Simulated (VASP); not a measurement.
# V (P6_3/mmc) in VASP: further runs

Runs on V. Level: PBE. Tasks: single point.

Everything below comes from runs of VASP 6.6.1. Logs are shortened: lines on timing, memory, paths and dates and some standing lists are left out, and cuts for length are marked.

## (1) The cell of the first run

It takes space group P6_3/mmc (No. 194, hexagonal). The conventional cell has a = 2.367 Å, b = 2.367 Å, c = 4.288 Å, α = 90.00°, β = 90.00°, γ = 120.00°. Within 3.1 Å of V (site symmetry -6m2) lie 12 V at 2.37 to 2.54 Å.

This isn't the form of V at room conditions, which is bcc.

## (2) Single point, PBE (10.40 Å³/atom)

File POSCAR:

```
V
1.0
    2.3666425850      0.0000000000      0.0000000000
   -1.1833212925      2.0495726003      0.0000000000
    0.0000000000      0.0000000000      4.2881995833
V
2
Direct
    0.3333333333      0.6666666667      0.2500000000
    0.6666666667      0.3333333333      0.7500000000
```

File INCAR.step1:

```
SYSTEM = V
PREC = Accurate
ENCUT = 520
EDIFF = 1E-7
ISMEAR = -1
SIGMA = 0.1
LREAL = .False.
LASPH = .True.
NELM = 80
ALGO = Normal
ISIF = 2
LWAVE = .False.
LCHARG = .True.
LMAXMIX = 4
GGA = PE
NBANDS = 20
```

File KPOINTS.step1:

```
regular mesh
0
Gamma
  18 18 10
  0 0 0
```

File INCAR.step2:

```
SYSTEM = V
PREC = Accurate
ENCUT = 520
EDIFF = 1E-7
ISMEAR = -5
SIGMA = 0.1
LREAL = .False.
LASPH = .True.
NELM = 80
ALGO = Normal
ISIF = 2
LWAVE = .False.
LCHARG = .False.
LMAXMIX = 4
GGA = PE
LORBIT = 10
NEDOS = 1001
ICHARG = 11
```

File KPOINTS.step2:

```
regular mesh
0
Gamma
  27 27 15
  0 0 0
```

Potentials or basis: VASP PAW PBE potentials, release 64 (V_sv).

On the command line:

```
$ cat potpaw_PBE.64/V_sv/POTCAR > POTCAR
$ cp INCAR.step1 INCAR
$ cp KPOINTS.step1 KPOINTS
$ mpirun -np 1 vasp_std > vasp.out
$ cp INCAR.step2 INCAR
$ cp KPOINTS.step2 KPOINTS
$ mpirun -np 1 vasp_std > vasp.out
```

OUTCAR:

```text
SYSTEM = V
   PREC = Accurate
   ENCUT = 520
   EDIFF = 1E-7
   ISMEAR = -5
   LREAL = .False.
   LASPH = .True.
   NELM = 80
   ISIF = 2
   GGA = PE
   LORBIT = 10
   ICHARG = 11

 ion  position               nearest neighbor table
   1  0.333  0.667  0.250-   2 2.54   2 2.54   2 2.54   2 2.54   2 2.54   2 2.54
   2  0.667  0.333  0.750-   1 2.54   1 2.54   1 2.54   1 2.54   1 2.54   1 2.54

  LATTYP: Found a hexagonal cell.
 ALAT       =     2.3666425850
 C/A-ratio  =     1.8119337540

  Lattice vectors:

 A1 = (   2.3666425850,   0.0000000000,   0.0000000000)
 A2 = (  -1.1833212925,   2.0495726003,   0.0000000000)
 A3 = (   0.0000000000,   0.0000000000,   4.2881995833)

Analysis of symmetry for initial positions (statically):
=====================================================================
 Subroutine PRICEL returns:
 Original cell was already a primitive cell.

 Routine SETGRP: Setting up the symmetry group for a
 hexagonal supercell.

 Subroutine GETGRP returns: Found 24 space group operations
 (whereof 12 operations were pure point group operations)
 out of a pool of 24 trial point group operations.

The static configuration has the point symmetry D_3d.
 The point group associated with its full space group is D_6h.

Analysis of symmetry for dynamics (positions and initial velocities):
=====================================================================
 Subroutine PRICEL returns:
 Original cell was already a primitive cell.

 Routine SETGRP: Setting up the symmetry group for a
 hexagonal supercell.

 Subroutine GETGRP returns: Found 24 space group operations
 (whereof 12 operations were pure point group operations)
 out of a pool of 24 trial point group operations.

The dynamic configuration has the point symmetry D_3d.
 The point group associated with its full space group is D_6h.

 Subroutine INISYM returns: Found 24 space group operations
 (whereof 12 operations are pure point group operations),
 and found     1 'primitive' translations

----------------------------------------------------------------------------------------

                                     Primitive cell

  volume of cell :      20.8004

  direct lattice vectors                    reciprocal lattice vectors
     2.366642585  0.000000000  0.000000000     0.422539511  0.243953300  0.000000000
    -1.183321293  2.049572600  0.000000000     0.000000000  0.487906601  0.000000000
     0.000000000  0.000000000  4.288199583     0.000000000  0.000000000  0.233198101

  length of vectors
     2.366642585  2.366642585  4.288199583     0.487906601  0.487906601  0.233198101

  position of ions in fractional coordinates (direct lattice)
     0.333333333  0.666666667  0.250000000
     0.666666667  0.333333333  0.750000000

  ion indices of the primitive-cell ions
   primitive index   ion index
                 1           1
                 2           2

----------------------------------------------------------------------------------------

 KPOINTS: regular mesh

Automatic generation of k-mesh.
 Grid dimensions read from file:
 generate k-points for:   27   27   15

 Generating k-lattice:

  Cartesian coordinates                     Fractional coordinates (reciprocal lattice)
     0.015649612  0.009035307  0.000000000     0.037037037  0.000000000  0.000000000
     0.000000000  0.018070615  0.000000000     0.000000000  0.037037037  0.000000000
     0.000000000  0.000000000  0.015546540     0.000000000  0.000000000  0.066666667

  Length of vectors
     0.018070615  0.018070615  0.015546540

  Shift w.r.t. Gamma in fractional coordinates (k-lattice)
     0.000000000  0.000000000  0.000000000

 TETIRR: Found  10722 inequivalent tetrahedra from    65610

 Subroutine IBZKPT returns following result:
 ===========================================

 Found    600 irreducible k-points:

 Following reciprocal coordinates:
            Coordinates               Weight
  0.000000  0.000000  0.000000      1.000000
  0.037037  0.000000  0.000000      6.000000
  0.074074  0.000000  0.000000      6.000000
  0.111111  0.000000  0.000000      6.000000
  0.148148  0.000000  0.000000      6.000000
  0.185185  0.000000  0.000000      6.000000
[... 16 lines left out ...]
  0.333333  0.037037  0.000000     12.000000
  0.370370  0.037037  0.000000     12.000000
 [... further k-points ...]
   k-points           NKPTS =    600   k-points in BZ     NKDIM =    600   number of bands    NBANDS=     17
   number of dos      NEDOS =   1001   number of ions     NIONS =      2
   total plane-waves  NPLWV =  10368
   dimension x,y,z NGX =    18 NGY =   18 NGZ =   32
   dimension x,y,z NGXF=    36 NGYF=   36 NGZF=   64
   ions per type =               2
   NGX,Y,Z   is equivalent  to a cutoff of  12.64, 12.64, 12.41 a.u.
   NGXF,Y,Z  is equivalent  to a cutoff of  25.29, 25.29, 24.81 a.u.
 SYSTEM =  V
   PREC   = accura    normal or accurate (medium, high low for compatibility)
   ISTART =      0    job   : 0-new  1-cont  2-samecut
   ICHARG =     11    charge: 1-file 2-atom 10-const
   ISPIN  =      1    spin polarized calculation?
   LNONCOLLINEAR =      F non collinear calculations
   LSORBIT =      F    spin-orbit coupling
   LASPH  =      T    aspherical Exc in radial PAW
   ENCUT  =  520.0 eV  38.22 Ry    6.18 a.u.   4.40  4.40  7.97*2*pi/ulx,y,z
   NELM   =     80;   NELMIN=  2; NELMDL=  0     # of ELM steps
   EDIFF  = 0.1E-06   stopping-criterion for ELM
   LREAL  =      F    real-space projection
   EDIFFG = 0.1E-05   stopping-criterion for IOM
   NSW    =      0    number of steps for IOM
   IBRION =     -1    ionic relax: 0-MD 1-quasi-New 2-CG
   NFREE  =      0    steps in history (QN), initial steepest desc. (CG)
   ISIF   =      2    stress and relaxation
   ISYM   =      2    0-nonsym 1-usesym 2-fastsym
   POTIM  = 0.5000    time-step for ionic-motion
   TEBEG  =    0.0;   TEEND  =   0.0 temperature during run
   PSTRESS=    0.0 pullay stress
   NELECT =      26.0000    total number of electrons
   NUPDOWN=      -1.0000    fix difference up-down
   EMIN   =  10.00;   EMAX   =-10.00  energy-range for DOS
   EFERMI =   0.00;   METHOD = LEGACY
   ISMEAR =    -5;   SIGMA  =   0.10  broadening in eV -4-tet -1-fermi 0-gaus
   EFERMI_NEDOS =   21; number of points for ismear=-14 and -15
   IALGO  =     38    algorithm
   IMIX   =      4    mixing-type and parameters
     AMIX     =   0.40;   BMIX     =  1.00
     AMIX_MAG =   1.60;   BMIX_MAG =  1.00
  volume/ion in A,a.u.               =      10.40        70.18
  Fermi-wavevector in a.u.,A,eV,Ry     =   1.763501  3.332533 42.313228  3.109935
  Thomas-Fermi vector in A             =   2.831664
   LORBIT       =     10    0 simple, 1 ext, 2 COOP (PROOUT), +10 PAW based schemes
   GGA     = PE    functional components
   LHFCALC =     F    Hartree Fock is set to
   AEXX    =    0.0000 exact exchange contribution
   IVDW    =     0    specifies the selected vdW correction
   LEPSILON=     F    determine dielectric tensor
   LRPA    =     F    only Hartree local field effects (RPA)
 non-spin polarized calculation
 Fermi weights with tetrahedron method with Bloechl corrections
  energy-cutoff  :      520.00
  volume of cell :       20.80
 maximum number of plane-waves:       592
 NGX is ok and might be reduce to    18

 number of electron      25.9999989 magnetization

 Free energy of the ion-electron system (eV)
  ---------------------------------------------------
  ext. energy  EPLUGINS =         0.00000000
  ---------------------------------------------------
  free energy    TOTEN  =       -16.01404151 eV

  energy without entropy =      -16.01404151  energy(sigma->0) =      -16.01404151

 E-fermi :  13.7879     XC(G=0): -14.3545

 val. band max:       13.8274331866   @ k =   0.0741   0.0000   0.0000
 cond. band min:      13.7318652104   @ k =   0.4444   0.0000   0.0000
 fundamental gap:     -0.0955679761
 Fermi energy:        13.7879205678

 k-point     1 :       0.0000    0.0000    0.0000
  band No.  band energies     occupation
      1     -50.1831      2.00000
      2     -49.8423      2.00000
      3     -24.6564      2.00000
      4     -23.0554      2.00000
      5     -22.8202      2.00000
      6     -22.8202      2.00000
[... 9 lines left out ...]
     16      14.5195      0.00000
     17      16.2470      0.00000

 k-point     2 :       0.0370    0.0000    0.0000
  band No.  band energies     occupation
      1     -50.1760      2.00000
      2     -49.8372      2.00000
      3     -24.6471      2.00000
      4     -23.0558      2.00000
      5     -22.8484      2.00000
      6     -22.8276      2.00000
[... 9 lines left out ...]
     16      14.5676      0.00000
     17      16.1903      0.00000

 k-point     3 :       0.0741    0.0000    0.0000
  band No.  band energies     occupation
      1     -50.1552      2.00000
      2     -49.8222      2.00000
      3     -24.6196      2.00000
      4     -23.0570      2.00000
      5     -22.9314      2.00000
      6     -22.8493      2.00000
[... 9 lines left out ...]
     16      14.7105      0.00000
     17      15.9949      0.00000

 k-point     4 :       0.1111    0.0000    0.0000
  band No.  band energies     occupation
      1     -50.1214      2.00000
      2     -49.7980      2.00000
      3     -24.5746      2.00000
      4     -23.0643      2.00000
      5     -23.0596      2.00000
      6     -22.9313      2.00000
[... 9 lines left out ...]
     16      14.9437      0.00000
     17      15.7386      0.00000
[... 343 lines left out ...]
      1     -49.7913      2.00000
      2     -49.5816      2.00000
      3     -24.2491      2.00000
      4     -24.1035      2.00000
      5     -24.0632      2.00000
      6     -23.1903      2.00000
[... 9 lines left out ...]
     16      16.2798      0.00000
     17      17.1326      0.00000

 k-point    23 :       0.3333    0.0370    0.0000
  band No.  band energies     occupation
      1     -49.7297      2.00000
      2     -49.5475      2.00000
      3     -24.4465      2.00000
      4     -24.2446      2.00000
      5     -24.0046      2.00000
      6     -23.2409      2.00000
[... 9 lines left out ...]
     16      17.0126      0.00000
     17      17.6508      0.00000

 k-point    24 :       0.3704    0.0370    0.0000
  band No.  band energies     occupation
      1     -49.6757      2.00000
      2     -49.5206      2.00000
      3     -24.6110      2.00000
      4     -24.3952      2.00000
      5     -23.9123      2.00000
      6     -23.2828      2.00000
[... 9 lines left out ...]
     16      17.7310      0.00000
     17      17.9550      0.00000

 [... further k-points ...]

------------------------ aborting loop because EDIFF is reached ----------------------------------------

  FORCE on cell =-STRESS in cart. coord.  units (eV):
  Direction    XX          YY          ZZ          XY          YZ          ZX
  --------------------------------------------------------------------------------------
  -------------------------------------------------------------------------------------
  Total       10.9188474     10.9188474     10.8813902      0.0000000      0.0000000      0.0000000
  in kB      841.0395296    841.0395296    838.1543313      0.0000000      0.0000000      0.0000000
  external PRESSURE =     840.0777969 kB  Pullay stress =       0.0000000 kB

 VOLUME and BASIS-vectors are now :
 -----------------------------------------------------------------------------
  energy-cutoff  :      520.00
  volume of cell :       20.80
      direct lattice vectors                 reciprocal lattice vectors
     2.366642585  0.000000000  0.000000000     0.422539511  0.243953300  0.000000000
    -1.183321293  2.049572600  0.000000000     0.000000000  0.487906601  0.000000000
     0.000000000  0.000000000  4.288199583     0.000000000  0.000000000  0.233198101

 POSITION                                       TOTAL-FORCE (eV/Angst)
 -----------------------------------------------------------------------------------
     -0.00000      1.36638      1.07205         0.000000      0.000000      0.000000
      1.18332      0.68319      3.21615        -0.000000      0.000000      0.000000
 -----------------------------------------------------------------------------------
    total drift:                               -0.000000      0.000000     -0.000000

  FREE ENERGIE OF THE ION-ELECTRON SYSTEM (eV)
  ---------------------------------------------------
  free  energy   TOTEN  =       -16.0140415097 eV

  energy  without entropy=      -16.0140415097  energy(sigma->0) =      -16.01404151

 total charge

# of ion       s       p       d       tot
------------------------------------------
    1        2.439   6.309   3.497  12.244
    2        2.439   6.309   3.497  12.244
--------------------------------------------------
tot          4.877  12.617   6.993  24.488
```

It took 2.3 min on 1 thread of Intel Xeon Platinum 8259CL at 2.50GHz (Skylake/Cascade Lake), shared host; peak memory 0.31 GiB.

Results:

```yaml
Valence_electrons_inside_the_program's_atomic_spheres: V 12.24
```

Levels at points of the mesh, in eV from the Fermi level:
```csv
k point,band 9,band 10,band 11,band 12,band 13,band 14,band 15,band 16,band 17
"(0.00, 0.00, 0.00)",-7.37,-4.21,-1.03,0.25,0.25,0.57,0.73,0.73,2.46
```

Caveat: tetrahedron occupations give inexact forces and stress in metals.

## (3) Single point, PBE

This run uses another cell than the first one, of 13.87 Å³/atom.

File POSCAR:

```
V
1.0
    2.6140584682      0.0000000000      0.0000000000
   -1.3070292341      2.2638410404      0.0000000000
    0.0000000000      0.0000000000      4.6864985002
V
2
Direct
    0.3333333333      0.6666666667      0.2500000000
    0.6666666667      0.3333333333      0.7500000000
```

File INCAR.step1:

```
SYSTEM = V
PREC = Accurate
ENCUT = 520
EDIFF = 1E-6
ISMEAR = -1
SIGMA = 0.1
LREAL = .FALSE.
LASPH = .TRUE.
NELM = 80
ALGO = Normal
ISIF = 2
LWAVE = .FALSE.
LCHARG = .TRUE.
LMAXMIX = 4
GGA = PE
NBANDS = 20
```

File KPOINTS.step1:

```
regular mesh
0
G
  18 18 10
  0 0 0
```

File INCAR.step2:

```
SYSTEM = V
PREC = Accurate
ENCUT = 520
EDIFF = 1E-6
ISMEAR = -5
SIGMA = 0.1
LREAL = .FALSE.
LASPH = .TRUE.
NELM = 80
ALGO = Normal
ISIF = 2
LWAVE = .FALSE.
LCHARG = .FALSE.
LMAXMIX = 4
GGA = PE
LORBIT = 11
NEDOS = 2001
ICHARG = 11
```

File KPOINTS.step2:

```
regular mesh
0
G
  27 27 15
  0 0 0
```

Potentials or basis: VASP PAW PBE potentials, release 64 (V_sv).

On the command line:

```
$ cat potpaw_PBE.64/V_sv/POTCAR > POTCAR
$ cp INCAR.step1 INCAR
$ cp KPOINTS.step1 KPOINTS
$ mpirun -np 1 vasp_std > vasp.out
$ cp INCAR.step2 INCAR
$ cp KPOINTS.step2 KPOINTS
$ mpirun -np 1 vasp_std > vasp.out
```

Run time: 2.9 min. Hardware: 1 thread of Intel Xeon Platinum 8259CL at 2.50GHz (Skylake/Cascade Lake), shared host; peak memory 0.36 GiB.

It converged, with:

| Property | Result |
| --- | --- |
| Valence electrons inside the program's atomic spheres | V 11.62 |

Levels at points of the mesh, in eV from the Fermi level:
```
           k point  band 10  band 11  band 12  band 13  band 14  band 15  band 16  band 17
(0.00, 0.00, 0.00)    -3.42    -0.51    -0.14     0.31     0.31     0.64     0.64     1.77
```

Caveat: tetrahedron occupations give inexact forces and stress in metals.
